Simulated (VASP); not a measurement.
# Si20H8Cl in VASP: single point with PBE+D3(BJ)

Aim: the single point of Si20H8Cl with PBE+D3(BJ).

Program: VASP 6.6.1. These are calculated values, not measurements. Logs are shortened: lines on timing, memory, paths and dates and some standing lists are left out, and cuts for length are marked.

**1. The cell of the first run**

The cell holds a slab with vacuum, 58 atoms: a = 7.679 Å, b = 15.358 Å, c = 18.256 Å, α = 90.00°, β = 90.00°, γ = 90.00°.

**2. Single point, PBE+D3(BJ)**

INCAR reads:

```
SYSTEM = Si20H8Cl
PREC = Accurate
ENCUT = 400
EDIFF = 1E-6
ISMEAR = -1
SIGMA = 0.02
LREAL = Auto
LASPH = .TRUE.
NELM = 120
ALGO = Normal
ISIF = 2
LWAVE = .FALSE.
LCHARG = .TRUE.
GGA = PE
IVDW = 12
LELF = .TRUE.
LVHAR = .TRUE.
NBANDS = 130
GGA_COMPAT = .FALSE.
NELMDL = -8
```

KPOINTS reads:

```
regular mesh
0
G
  2 1 1
  0 0 0
```

POSCAR reads:

```
Si20H8Cl
1.0
    7.6791800000      0.0000000000      0.0000000000
    0.0000000000     15.3583590000      0.0000000000
    0.0000000000      0.0000000000     18.2555000000
H Si Cl
16 40 2
Direct
    0.4093920000      0.0000000000      0.0547780000
    0.0906080000      0.0000000000      0.0547780000
    0.9093920000      0.0000000000      0.0547780000
    0.5906080000      0.0000000000      0.0547780000
    0.4093920000      0.2500000000      0.0547780000
    0.0906080000      0.2500000000      0.0547780000
    0.9093920000      0.2500000000      0.0547780000
    0.5906080000      0.2500000000      0.0547780000
    0.4093920000      0.5000000000      0.0547780000
    0.0906080000      0.5000000000      0.0547780000
    0.9093920000      0.5000000000      0.0547780000
    0.5906080000      0.5000000000      0.0547780000
    0.4093920000      0.7500000000      0.0547780000
    0.0906080000      0.7500000000      0.0547780000
    0.9093920000      0.7500000000      0.0547780000
    0.5906080000      0.7500000000      0.0547780000
    0.2500000000      0.0000000000      0.1021884000
    0.7500000000      0.0000000000      0.1021884000
    0.2500000000      0.2500000000      0.1021884000
    0.7500000000      0.2500000000      0.1021884000
    0.2500000000      0.5000000000      0.1021884000
    0.7500000000      0.5000000000      0.1021884000
    0.2500000000      0.7500000000      0.1021884000
    0.7500000000      0.7500000000      0.1021884000
    0.2500849904      0.1251177316      0.1746224643
    0.7499723344      0.1250254901      0.1726356066
    0.2500673955      0.3753748496      0.1787565475
    0.7499775331      0.3746862240      0.1779943733
    0.2498715103      0.6255046076      0.1726693673
    0.7498077110      0.6246716060      0.1734666243
    0.2500078801      0.8743447591      0.1778468656
    0.7500073410      0.8752775601      0.1792260680
   -0.0031811315      0.1236006290      0.2445478314
    0.5032987924      0.1236748986      0.2446650247
   -0.0008448962      0.3766141754      0.2544515912
    0.5008969364      0.3766265622      0.2545428819
    0.0015321953      0.6221414894      0.2449747841
    0.4981033284      0.6221372580      0.2450335394
    0.0016989357      0.8758870916      0.2546465344
    0.4983245313      0.8759144404      0.2546372263
    0.0178887875      0.0042072280      0.3255564959
    0.4820662308      0.0041963432      0.3255994544
   -0.0026095247      0.2462755979      0.3228153088
    0.5025997661      0.2463398371      0.3230256984
   -0.0129647615      0.5047783373      0.3257799440
    0.5129985530      0.5047931323      0.3259085583
    0.0062756397      0.7459952068      0.3245364952
    0.4940400325      0.7460235540      0.3245115842
    0.2499211501      0.0381558803      0.4084118828
    0.7499747599      0.0493068281      0.3632391414
    0.2499352925      0.1817806059      0.3635275418
    0.7501440479      0.2006951507      0.3861808506
    0.2499322414      0.5378934967      0.3856710486
    0.7501307353      0.5357469858      0.4051906612
    0.2501883882      0.6939810380      0.3836348332
    0.7501392009      0.6819157303      0.3675690378
    0.2492724392      0.4908191492      0.4930220945
   -0.2491872272      0.2376728726      0.4959859860
```

Potentials or basis: VASP PAW PBE potentials, release 64 (H, Si, Cl).

The run is started by

```bash
$ cat potpaw_PBE.64/H/POTCAR potpaw_PBE.64/Si/POTCAR potpaw_PBE.64/Cl/POTCAR > POTCAR
$ mpirun -np 1 vasp_std > vasp.out
```

OUTCAR:

```text
SYSTEM = Si20H8Cl
   PREC = Accurate
   ENCUT = 400
   EDIFF = 1E-6
   ISMEAR = -1
   LREAL = Auto
   LASPH = .TRUE.
   NELM = 120
   ISIF = 2
   GGA = PE
   IVDW = 12
   NELMDL = -8
 IVDW          = 12

 ion  position               nearest neighbor table
   1  0.409  0.000  0.055-  17 1.50
   2  0.091  0.000  0.055-  17 1.50
   3  0.909  0.000  0.055-  18 1.50
   4  0.591  0.000  0.055-  18 1.50
   5  0.409  0.250  0.055-  19 1.50
   6  0.091  0.250  0.055-  19 1.50
[... 8 lines left out ...]
  15  0.909  0.750  0.055-  24 1.50
  16  0.591  0.750  0.055-  24 1.50
  17  0.250  0.000  0.102-   1 1.50   2 1.50  25 2.33  31 2.37
  18  0.750  0.000  0.102-   3 1.50   4 1.50  26 2.31  32 2.38
  19  0.250  0.250  0.102-   5 1.50   6 1.50  25 2.33  27 2.38
  20  0.750  0.250  0.102-   7 1.50   8 1.50  26 2.31  28 2.36
  21  0.250  0.500  0.102-   9 1.50  10 1.50  29 2.32  27 2.37
  22  0.750  0.500  0.102-  11 1.50  12 1.50  30 2.32  28 2.37
[... 8 lines left out ...]
  31  0.250  0.874  0.178-  23 2.36  40 2.37  39 2.37  17 2.37
  32  0.750  0.875  0.179-  40 2.37  39 2.37  18 2.38  24 2.38
  33  0.997  0.124  0.245-  26 2.31  25 2.33  41 2.36  43 2.36  51 3.05  50 3.10
  34  0.503  0.124  0.245-  26 2.31  25 2.33  42 2.36  44 2.37  51 3.05  50 3.09
  35  0.999  0.377  0.254-  43 2.36  45 2.36  28 2.37  27 2.37
  36  0.501  0.377  0.255-  44 2.36  46 2.36  28 2.37  27 2.37
  37  0.002  0.622  0.245-  29 2.32  45 2.33  30 2.33  47 2.39  56 3.09
  38  0.498  0.622  0.245-  29 2.32  46 2.33  30 2.33  48 2.39  56 3.10
  39  0.002  0.876  0.255-  41 2.36  31 2.37  47 2.37  32 2.37
  40  0.498  0.876  0.255-  42 2.36  31 2.37  48 2.37  32 2.37
  41  0.018  0.004  0.326-  50 2.28  39 2.36  33 2.36  49 2.39
  42  0.482  0.004  0.326-  50 2.28  40 2.36  34 2.36  49 2.39
  43  0.997  0.246  0.323-  51 2.30  52 2.33  35 2.36  33 2.36
  44  0.503  0.246  0.323-  51 2.30  52 2.33  36 2.36  34 2.37
  45  0.987  0.505  0.326-  37 2.33  53 2.35  35 2.36  54 2.37
  46  0.513  0.505  0.326-  38 2.33  53 2.35  36 2.36  54 2.37
  47  0.006  0.746  0.325-  55 2.30  56 2.34  39 2.37  37 2.39
  48  0.494  0.746  0.325-  55 2.30  56 2.34  40 2.37  38 2.39
  49  0.250  0.038  0.408-  51 2.35  41 2.39  42 2.39
  50  0.750  0.049  0.363-  42 2.28  41 2.28  52 2.36  34 3.09  33 3.10
  51  0.250  0.182  0.364-  44 2.30  43 2.30  49 2.35  34 3.05  33 3.05
  52  0.750  0.201  0.386-  58 2.08  43 2.33  44 2.33  50 2.36
  53  0.250  0.538  0.386-  57 2.09  46 2.35  45 2.35  55 2.40
  54  0.750  0.536  0.405-  56 2.35  46 2.37  45 2.37
  55  0.250  0.694  0.384-  48 2.30  47 2.30  53 2.40
  56  0.750  0.682  0.368-  47 2.34  48 2.34  54 2.35  37 3.09  38 3.10
  57  0.249  0.491  0.493-  53 2.09
  58  0.751  0.238  0.496-  52 2.08

  LATTYP: Found a simple orthorhombic cell.
 ALAT       =     7.6791800000
 B/A-ratio  =     1.9999998698
 C/A-ratio  =     2.3772720525

  Lattice vectors:

 A1 = (   7.6791800000,   0.0000000000,   0.0000000000)
 A2 = (   0.0000000000,  15.3583590000,   0.0000000000)
 A3 = (   0.0000000000,   0.0000000000,  18.2555000000)

Analysis of symmetry for initial positions (statically):
=====================================================================
 Subroutine PRICEL returns:
 Original cell was already a primitive cell.

 Routine SETGRP: Setting up the symmetry group for a
 simple orthorhombic supercell.

 Subroutine GETGRP returns: Found  1 space group operations
 (whereof  1 operations were pure point group operations)
 out of a pool of  8 trial point group operations.

The static configuration has the point symmetry C_1 .

Analysis of symmetry for dynamics (positions and initial velocities):
=====================================================================
 Subroutine PRICEL returns:
 Original cell was already a primitive cell.

 Routine SETGRP: Setting up the symmetry group for a
 simple orthorhombic supercell.

 Subroutine GETGRP returns: Found  1 space group operations
 (whereof  1 operations were pure point group operations)
 out of a pool of  8 trial point group operations.

The dynamic configuration has the point symmetry C_1 .

 Subroutine INISYM returns: Found  1 space group operations
 (whereof  1 operations are pure point group operations),
 and found     1 'primitive' translations

[... 144 lines left out ...]

  Cartesian coordinates                     Fractional coordinates (reciprocal lattice)
     0.065111119  0.000000000  0.000000000     0.500000000  0.000000000  0.000000000
     0.000000000  0.065111123  0.000000000     0.000000000  1.000000000  0.000000000
     0.000000000  0.000000000  0.054778012     0.000000000  0.000000000  1.000000000

  Length of vectors
     0.065111119  0.065111123  0.054778012

  Shift w.r.t. Gamma in fractional coordinates (k-lattice)
     0.000000000  0.000000000  0.000000000

 Subroutine IBZKPT returns following result:
 ===========================================

 Found      2 irreducible k-points:

 Following reciprocal coordinates:
            Coordinates               Weight
  0.000000  0.000000  0.000000      1.000000
  0.500000  0.000000  0.000000      1.000000
   k-points           NKPTS =      2   k-points in BZ     NKDIM =      2   number of bands    NBANDS=    130
   number of dos      NEDOS =    301   number of ions     NIONS =     58
   total plane-waves  NPLWV = 600000
   dimension x,y,z NGX =    50 NGY =  100 NGZ =  120
   dimension x,y,z NGXF=   100 NGYF=  200 NGZF=  240
   ions per type =              16  40   2
   NGX,Y,Z   is equivalent  to a cutoff of  10.82, 10.82, 10.93 a.u.
   NGXF,Y,Z  is equivalent  to a cutoff of  21.65, 21.65, 21.86 a.u.
 SYSTEM =  Si20H8Cl
   PREC   = accura    normal or accurate (medium, high low for compatibility)
   ISTART =      0    job   : 0-new  1-cont  2-samecut
   ICHARG =      2    charge: 1-file 2-atom 10-const
   ISPIN  =      1    spin polarized calculation?
   LNONCOLLINEAR =      F non collinear calculations
   LSORBIT =      F    spin-orbit coupling
   LASPH  =      T    aspherical Exc in radial PAW
   ENCUT  =  400.0 eV  29.40 Ry    5.42 a.u.  12.52 25.05 29.77*2*pi/ulx,y,z
   NELM   =    120;   NELMIN=  2; NELMDL= -8     # of ELM steps
   EDIFF  = 0.1E-05   stopping-criterion for ELM
   LREAL  =      T    real-space projection
   EDIFFG = 0.1E-04   stopping-criterion for IOM
   NSW    =      0    number of steps for IOM
   IBRION =     -1    ionic relax: 0-MD 1-quasi-New 2-CG
   NFREE  =      0    steps in history (QN), initial steepest desc. (CG)
   ISIF   =      2    stress and relaxation
   ISYM   =      2    0-nonsym 1-usesym 2-fastsym
   POTIM  = 0.5000    time-step for ionic-motion
   TEBEG  =    0.0;   TEEND  =   0.0 temperature during run
   PSTRESS=    0.0 pullay stress
   NELECT =     190.0000    total number of electrons
   NUPDOWN=      -1.0000    fix difference up-down
   EMIN   =  10.00;   EMAX   =-10.00  energy-range for DOS
   EFERMI =   0.00;   METHOD = LEGACY
   ISMEAR =    -1;   SIGMA  =   0.02  broadening in eV -4-tet -1-fermi 0-gaus
   EFERMI_NEDOS =   21; number of points for ismear=-14 and -15
   IALGO  =     38    algorithm
   IMIX   =      4    mixing-type and parameters
     AMIX     =   0.40;   BMIX     =  1.00
     AMIX_MAG =   1.60;   BMIX_MAG =  1.00
  volume/ion in A,a.u.               =      37.12       250.51
  Fermi-wavevector in a.u.,A,eV,Ry     =   0.728856  1.377338  7.227832  0.531231
  Thomas-Fermi vector in A             =   1.820433
   LORBIT       =      0    0 simple, 1 ext, 2 COOP (PROOUT), +10 PAW based schemes
   GGA     = PE    functional components
   LHFCALC =     F    Hartree Fock is set to
   AEXX    =    0.0000 exact exchange contribution
   IVDW    =    12    specifies the selected vdW correction
   LEPSILON=     F    determine dielectric tensor
   LRPA    =     F    only Hartree local field effects (RPA)
 non-spin polarized calculation
  energy-cutoff  :      400.00
  volume of cell :     2153.05
 maximum number of plane-waves:     39089
   NGX = 25   NGY = 51   NGZ = 59

 number of electron     189.9999960 magnetization

 Free energy of the ion-electron system (eV)
  ---------------------------------------------------
  ext. energy  EPLUGINS =         0.00000000
  ---------------------------------------------------
  free energy    TOTEN  =      -264.56458059 eV

  energy without entropy =     -264.56416593  energy(sigma->0) =     -264.56437326

 E-fermi :  -0.3926     XC(G=0):  -4.7027

 val. band max:       -0.5247141492   @ k =   0.0000   0.0000   0.0000
 cond. band min:      -0.2606552975   @ k =   0.5000   0.0000   0.0000
 fundamental gap:      0.2640588517
 Fermi energy:        -0.3926261696

 k-point     1 :       0.0000    0.0000    0.0000
  band No.  band energies     occupation
      1     -16.4705      2.00000
      2     -16.3361      2.00000
      3     -12.3184      2.00000
      4     -12.0342      2.00000
      5     -11.4432      2.00000
      6     -11.1109      2.00000
[... 99 lines left out ...]
    106       1.2849      0.00000
    107       1.4267      0.00000

 k-point     2 :       0.5000    0.0000    0.0000
  band No.  band energies     occupation
      1     -16.4703      2.00000
      2     -16.3358      2.00000
      3     -11.7935      2.00000
      4     -11.7680      2.00000
      5     -11.5100      2.00000
      6     -11.4596      2.00000
[... 99 lines left out ...]
    106       1.5853      0.00000
    107       1.7040      0.00000
 [bands above 107 left out]

------------------------ aborting loop because EDIFF is reached ----------------------------------------

 Edisp (eV)  -10.40430

 E8    (eV) :    -4.3237

  FORCE on cell =-STRESS in cart. coord.  units (eV):
  Direction    XX          YY          ZZ          XY          YZ          ZX
  --------------------------------------------------------------------------------------
  -------------------------------------------------------------------------------------
  Total      33.08244    -4.63500    -1.45968    -0.00145     0.00644    -0.00488
  in kB      24.61811    -3.44911    -1.08622    -0.00108     0.00479    -0.00363
  external pressure =        6.69 kB  Pullay stress =        0.00 kB

 VOLUME and BASIS-vectors are now :
 -----------------------------------------------------------------------------
  energy-cutoff  :      400.00
  volume of cell :     2153.05
      direct lattice vectors                 reciprocal lattice vectors
     7.679180000  0.000000000  0.000000000     0.130222237  0.000000000  0.000000000
     0.000000000 15.358359000  0.000000000     0.000000000  0.065111123  0.000000000
     0.000000000  0.000000000 18.255500000     0.000000000  0.000000000  0.054778012

 POSITION                                       TOTAL-FORCE (eV/Angst)
 -----------------------------------------------------------------------------------
      3.14379      0.00000      1.00000        -0.608292     -0.072165      0.012960
      0.69580      0.00000      1.00000         0.607860     -0.070854      0.013950
      6.98338      0.00000      1.00000        -0.612021     -0.096585      0.003709
      4.53539      0.00000      1.00000         0.612123     -0.097826      0.003290
      3.14379      3.83959      1.00000        -0.622208      0.065375      0.019862
      0.69580      3.83959      1.00000         0.621861      0.065221      0.020771
[... 50 lines left out ...]
      1.91421      7.53818      9.00036         0.002533      0.008637     -0.013992
      5.76563      3.65027      9.05447        -0.002543     -0.012296     -0.023012
 -----------------------------------------------------------------------------------
    total drift:                                0.000209     -0.002416      0.008015

  FREE ENERGIE OF THE ION-ELECTRON SYSTEM (eV)
  ---------------------------------------------------
  free  energy   TOTEN  =      -274.9688843768 eV

  energy  without entropy=     -274.9684697219  energy(sigma->0) =     -274.96867705
```

It took 52 min on 1 thread of Intel Xeon 8259CL, shared host; peak memory 1.2 GiB.

Results:

```yaml
Free_energy: -274.9689 eV
Largest_force: 0.636 eV/Å
Band_gap_on_the_k_mesh: zero (bands 95 and 96 overlap by 0.26 eV)
Dispersion_energy_per_atom: -0.179 eV
```

Forces in eV/Å, atoms in the order of the input:
```
H   -0.608 -0.072  0.013
H    0.608 -0.071  0.014
H   -0.612 -0.097  0.004
H    0.612 -0.098  0.003
H   -0.622  0.065  0.020
H    0.622  0.065  0.021
H   -0.631  0.076 -0.001
H    0.631  0.076 -0.001
H   -0.608 -0.076  0.007
H    0.608 -0.078  0.006
H   -0.611 -0.086 -0.009
H    0.611 -0.087 -0.010
H   -0.627  0.081 -0.002
H    0.627  0.082 -0.002
H   -0.614  0.087  0.024
H    0.615  0.089  0.023
Si   0.003 -0.093  0.099
Si  -0.001 -0.207 -0.002
Si   0.002  0.184  0.117
Si  -0.001  0.196 -0.094
Si   0.000 -0.172 -0.041
Si  -0.002 -0.197 -0.092
Si   0.000  0.180 -0.156
Si  -0.003  0.155  0.105
Si   0.002  0.001 -0.005
Si   0.002  0.002 -0.001
Si   0.000  0.002  0.000
Si   0.000 -0.008 -0.003
Si  -0.001 -0.001  0.005
Si   0.000  0.007 -0.003
Si  -0.001  0.002 -0.003
Si   0.001  0.005 -0.010
Si   0.005 -0.001 -0.003
Si  -0.010  0.001 -0.004
Si  -0.004  0.000  0.001
Si   0.003  0.001  0.000
Si  -0.002 -0.003 -0.008
Si   0.006 -0.007 -0.008
Si  -0.002 -0.003  0.001
Si   0.003 -0.003  0.001
Si  -0.004  0.004 -0.004
Si   0.004  0.006 -0.004
Si  -0.003 -0.003  0.003
Si   0.006 -0.004 -0.004
Si   0.009  0.006  0.000
Si  -0.010  0.005 -0.006
Si   0.001 -0.002 -0.005
Si  -0.002 -0.002 -0.002
Si   0.001  0.000 -0.006
Si   0.002 -0.017  0.008
Si   0.000 -0.008 -0.005
Si  -0.001  0.018  0.026
Si   0.001 -0.011  0.034
Si  -0.002  0.003 -0.003
Si  -0.003  0.000  0.000
Si   0.001  0.008 -0.001
Cl   0.003  0.009 -0.014
Cl  -0.003 -0.012 -0.023
```

Caveat: the k points lie up to 0.41 Å⁻¹ apart; there is no dipole correction, which matters where the two faces differ.

The gap in the log of VASP goes by the Fermi energy; the results here count the filled bands.